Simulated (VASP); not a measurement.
# Mg (Fm-3m) in VASP: notebook

Mg is run at these levels: PBEsol; tasks: single point, relaxation of cell and atoms.

Everything below comes from runs of VASP 6.6.1. Logs are shortened: lines on timing, memory, paths and dates and some standing lists are left out, and cuts for length are marked.

## 1. The cell of the first run

It takes space group Fm-3m (No. 225, cubic). Conventional cell: a = 4.491 Å, b = 4.491 Å, c = 4.491 Å, α = 90.00°, β = 90.00°, γ = 90.00°. Within 4.2 Å of Mg (site symmetry m-3m) lie 12 Mg at 3.18 Å.

## 2. Single point, PBEsol

Contents of INCAR:

```
  PREC = Accurate
  ENCUT = 520
  EDIFF = 1E-6
  ISMEAR = -1
  SIGMA = 0.1
  LREAL = F
  LASPH = T
  NELM = 100
  ALGO = Normal
  ISIF = 2
  LWAVE = F
  LCHARG = T
  GGA = PS
  LELF = T
  LVHAR = T
  NBANDS = 7
```

Contents of KPOINTS:

```
regular mesh
0
Gamma
  9 9 9
```

Contents of POSCAR:

```
Mg
1.0
    0.0000000000      2.2456685819      2.2456685819
    2.2456685819      0.0000000000      2.2456685819
    2.2456685819      2.2456685819      0.0000000000
Mg
1
Direct
    0.0000000000      0.0000000000      0.0000000000
```

Potentials or basis: VASP PAW PBE potentials, release 64 (Mg).

Run with:

```
> cat potpaw_PBE.64/Mg/POTCAR > POTCAR
> mpirun -np 1 vasp_std > vasp.out
```

OUTCAR:

```text
PREC = Accurate
   ENCUT = 520
   EDIFF = 1E-6
   ISMEAR = -1
   LREAL = F
   LASPH = T
   NELM = 100
   ISIF = 2
   GGA = PS

 ion  position               nearest neighbor table
   1  0.000  0.000  0.000-

  LATTYP: Found a face centered cubic cell.
 ALAT       =     4.4913371638

  Lattice vectors:

 A1 = (   0.0000000000,   2.2456685819,   2.2456685819)
 A2 = (   2.2456685819,   0.0000000000,   2.2456685819)
 A3 = (   2.2456685819,   2.2456685819,   0.0000000000)

Analysis of symmetry for initial positions (statically):
=====================================================================
 Subroutine PRICEL returns:
 Original cell was already a primitive cell.

 Routine SETGRP: Setting up the symmetry group for a
 face centered cubic supercell.

 Subroutine GETGRP returns: Found 48 space group operations
 (whereof 48 operations were pure point group operations)
 out of a pool of 48 trial point group operations.

The static configuration has the point symmetry O_h .

Analysis of symmetry for dynamics (positions and initial velocities):
=====================================================================
 Subroutine PRICEL returns:
 Original cell was already a primitive cell.

 Routine SETGRP: Setting up the symmetry group for a
 face centered cubic supercell.

 Subroutine GETGRP returns: Found 48 space group operations
 (whereof 48 operations were pure point group operations)
 out of a pool of 48 trial point group operations.

The dynamic configuration has the point symmetry O_h .

 Subroutine INISYM returns: Found 48 space group operations
 (whereof 48 operations are pure point group operations),
 and found     1 'primitive' translations

----------------------------------------------------------------------------------------

                                     Primitive cell

  volume of cell :      22.6499

  direct lattice vectors                    reciprocal lattice vectors
     0.000000000  2.245668582  2.245668582    -0.222650842  0.222650842  0.222650842
     2.245668582  0.000000000  2.245668582     0.222650842 -0.222650842  0.222650842
     2.245668582  2.245668582  0.000000000     0.222650842  0.222650842 -0.222650842

  length of vectors
     3.175854965  3.175854965  3.175854965     0.385642570  0.385642570  0.385642570

  position of ions in fractional coordinates (direct lattice)
     0.000000000  0.000000000  0.000000000

  ion indices of the primitive-cell ions
[... 67 lines left out ...]
   ICHARG =      2    charge: 1-file 2-atom 10-const
   ISPIN  =      1    spin polarized calculation?
   LNONCOLLINEAR =      F non collinear calculations
   LSORBIT =      F    spin-orbit coupling
   LASPH  =      T    aspherical Exc in radial PAW
   ENCUT  =  520.0 eV  38.22 Ry    6.18 a.u.   5.90  5.90  5.90*2*pi/ulx,y,z
   NELM   =    100;   NELMIN=  2; NELMDL= -5     # of ELM steps
   EDIFF  = 0.1E-05   stopping-criterion for ELM
   LREAL  =      F    real-space projection
   EDIFFG = 0.1E-04   stopping-criterion for IOM
   NSW    =      0    number of steps for IOM
   IBRION =     -1    ionic relax: 0-MD 1-quasi-New 2-CG
   NFREE  =      0    steps in history (QN), initial steepest desc. (CG)
   ISIF   =      2    stress and relaxation
   ISYM   =      2    0-nonsym 1-usesym 2-fastsym
   POTIM  = 0.5000    time-step for ionic-motion
   TEBEG  =    0.0;   TEEND  =   0.0 temperature during run
   PSTRESS=    0.0 pullay stress
   NELECT =       2.0000    total number of electrons
   NUPDOWN=      -1.0000    fix difference up-down
   EMIN   =  10.00;   EMAX   =-10.00  energy-range for DOS
   EFERMI =   0.00;   METHOD = LEGACY
   ISMEAR =    -1;   SIGMA  =   0.10  broadening in eV -4-tet -1-fermi 0-gaus
   EFERMI_NEDOS =   21; number of points for ismear=-14 and -15
   IALGO  =     38    algorithm
   IMIX   =      4    mixing-type and parameters
     AMIX     =   0.40;   BMIX     =  1.00
     AMIX_MAG =   1.60;   BMIX_MAG =  1.00
  volume/ion in A,a.u.               =      22.65       152.85
  Fermi-wavevector in a.u.,A,eV,Ry     =   0.729003  1.377615  7.230748  0.531445
  Thomas-Fermi vector in A             =   1.820617
   LORBIT       =      0    0 simple, 1 ext, 2 COOP (PROOUT), +10 PAW based schemes
   GGA     = PS    functional components
   LHFCALC =     F    Hartree Fock is set to
   AEXX    =    0.0000 exact exchange contribution
   IVDW    =     0    specifies the selected vdW correction
   LEPSILON=     F    determine dielectric tensor
   LRPA    =     F    only Hartree local field effects (RPA)
 non-spin polarized calculation
  energy-cutoff  :      520.00
  volume of cell :       22.65
 maximum number of plane-waves:       620
   NGX = 11   NGY = 11   NGZ = 11

 number of electron       2.0000000 magnetization

 Free energy of the ion-electron system (eV)
  ---------------------------------------------------
  ext. energy  EPLUGINS =         0.00000000
  ---------------------------------------------------
  free energy    TOTEN  =        -1.71238968 eV

  energy without entropy =       -1.69822065  energy(sigma->0) =       -1.70530516

 E-fermi :   2.6202     XC(G=0):  -8.5770

 val. band max:        2.5911235802   @ k =  -0.4444   0.4444   0.0000
 cond. band min:       2.7258581144   @ k =  -0.3333   0.4444   0.2222
 fundamental gap:      0.1347345342
 Fermi energy:         2.6202015892

 k-point     1 :       0.0000    0.0000    0.0000
  band No.  band energies     occupation
      1      -4.3263      2.00000
      2      15.0782      0.00000
      3      15.0782      0.00000
      4      15.0782      0.00000
      5      17.0843      0.00000
      6      17.0843      0.00000
      7      17.0843      0.00000
[... 221 lines left out ...]
 k-point    24 :       0.4444    0.4444    0.0000
  band No.  band energies     occupation
      1       1.3737      1.99999
      2       4.6605      0.00000
      3       8.8570      0.00000
      4       9.7351      0.00000
      5       9.7351      0.00000
      6      12.6683      0.00000
      7      25.8977      0.00000

 [... further k-points ...]
[... 5 lines left out ...]
  --------------------------------------------------------------------------------------
  -------------------------------------------------------------------------------------
  Total       -0.0053972     -0.0053972     -0.0053972     -0.0000000      0.0000000     -0.0000000
  in kB       -0.3817800     -0.3817800     -0.3817800     -0.0000000      0.0000000     -0.0000000
  external PRESSURE =      -0.3817800 kB  Pullay stress =       0.0000000 kB

 VOLUME and BASIS-vectors are now :
 -----------------------------------------------------------------------------
  energy-cutoff  :      520.00
  volume of cell :       22.65
      direct lattice vectors                 reciprocal lattice vectors
     0.000000000  2.245668582  2.245668582    -0.222650842  0.222650842  0.222650842
     2.245668582  0.000000000  2.245668582     0.222650842 -0.222650842  0.222650842
     2.245668582  2.245668582  0.000000000     0.222650842  0.222650842 -0.222650842

 POSITION                                       TOTAL-FORCE (eV/Angst)
 -----------------------------------------------------------------------------------
      0.00000      0.00000      0.00000         0.000000     -0.000000     -0.000000
 -----------------------------------------------------------------------------------
    total drift:                                0.000000      0.000000     -0.000000

  FREE ENERGIE OF THE ION-ELECTRON SYSTEM (eV)
  ---------------------------------------------------
  free  energy   TOTEN  =        -1.7123896776 eV

  energy  without entropy=       -1.6982206508  energy(sigma->0) =       -1.70530516
```

OSZICAR:

```text
N       E                     dE             d eps       ncg     rms          rms(c)
DAV:   1    -0.108537151756E+01   -0.10854E+01   -0.86763E+02   518   0.198E+02
DAV:   2    -0.171970454374E+01   -0.63433E+00   -0.61275E+00   651   0.107E+01
DAV:   3    -0.172278288911E+01   -0.30783E-02   -0.30780E-02   679   0.798E-01
DAV:   4    -0.172278774468E+01   -0.48556E-05   -0.48556E-05   777   0.227E-02
DAV:   5    -0.172278774484E+01   -0.16196E-09   -0.28576E-09   637   0.205E-04    0.660E-01
DAV:   6    -0.171724628330E+01    0.55415E-02   -0.45651E-04   623   0.104E-01    0.419E-01
DAV:   7    -0.171238648045E+01    0.48598E-02   -0.18320E-03   609   0.189E-01    0.225E-02
DAV:   8    -0.171238967834E+01   -0.31979E-05   -0.10535E-05   707   0.192E-02    0.471E-03
DAV:   9    -0.171238967763E+01    0.70708E-09   -0.44329E-07   693   0.256E-03
   1 F= -.17123897E+01 E0= -.17053052E+01  d E =-.141690E-01
```

stdout:

```text
POSCAR found type information on POSCAR Mg
 POSCAR found :  1 types and       1 ions
 scaLAPACK will be used
 -----------------------------------------------------------------------------
|                                                                             |
|                                                                             |
|     You enforced a specific xc type in the INCAR file but a different       |
|     I HOPE YOU KNOW WHAT YOU ARE DOING!                                     |
|                                                                             |
 -----------------------------------------------------------------------------

 LDA part: xc-table for (Slater+PW92), standard interpolation
 POSCAR, INCAR and KPOINTS ok, starting setup
 FFT: planning ... GRIDC
 FFT: planning ... GRID_SOFT
 FFT: planning ... GRID
 WAVECAR not read
 entering main loop
```

Run time: 2.5 s. Hardware: 1 thread of Intel Xeon Platinum 8559C (Emerald Rapids), shared host; peak memory 0.13 GiB.

Results:

```
Free energy            : -1.7124 eV
Pressure               : 0.0 GPa
Band gap on the k mesh : zero (band 1 reaches 3.25 eV, above the bottom of band 2 at 1.84 eV)
```

Levels at points of the mesh, in eV from the Fermi level:
```csv
k point,band 1,band 2,band 3,band 4,band 5
"(0.00, 0.00, 0.00)",-6.95,12.46,12.46,12.46,14.46
```

Caveat: the PAW data sets were made with another functional, which shifts forces and pressure a little.

## 3. Relaxation of cell and atoms, PBEsol

Contents of INCAR:

```
  PREC = Accurate
  ENCUT = 600
  EDIFF = 1E-6
  ISMEAR = -1
  SIGMA = 0.1
  LREAL = F
  LASPH = T
  NELM = 100
  ALGO = Normal
  ISIF = 3
  LWAVE = F
  LCHARG = F
  GGA = PS
  IBRION = 2
  NSW = 80
  EDIFFG = -0.02
```

Contents of KPOINTS:

```
Automatic mesh
0
Gamma
  9 9 9
```

POSCAR is that of step 2.

Potentials or basis: VASP PAW PBE potentials, release 64 (Mg).

Run with:

```
> cat potpaw_PBE.64/Mg/POTCAR > POTCAR
> mpirun -np 1 vasp_std > vasp.out
```

It took 2.9 s on 1 thread of Intel Xeon Platinum 8559C (Emerald Rapids), shared host; peak memory 0.14 GiB.

Results (log left out):

```yaml
Free_energy: -1.7125 eV
Pressure_after_relaxing: 0.0 GPa
Band_gap_on_the_k_mesh: zero (band 1 reaches 3.25 eV, above the bottom of band 2 at 1.84 eV)
```

Final structure:
```cif
data_structure
_symmetry_space_group_name_H-M 'P 1'
_symmetry_Int_Tables_number 1
_cell_length_a 3.1759
_cell_length_b 3.1759
_cell_length_c 3.1759
_cell_angle_alpha 60.000
_cell_angle_beta 60.000
_cell_angle_gamma 60.000
_cell_volume 22.65
loop_
_atom_site_label
_atom_site_type_symbol
_atom_site_fract_x
_atom_site_fract_y
_atom_site_fract_z
_atom_site_occupancy
Mg1 Mg 0.00000 0.00000 0.00000 1
```

Levels at points of the mesh, in eV from the Fermi level:
```
           k point  band 1  band 2  band 3  band 4  band 5
(0.00, 0.00, 0.00)   -6.95   12.46   12.46   12.46   14.46
```

Caveat: the relaxation stopped at its first step, so nothing moved; the PAW data sets were made with another functional, which shifts forces and pressure a little.
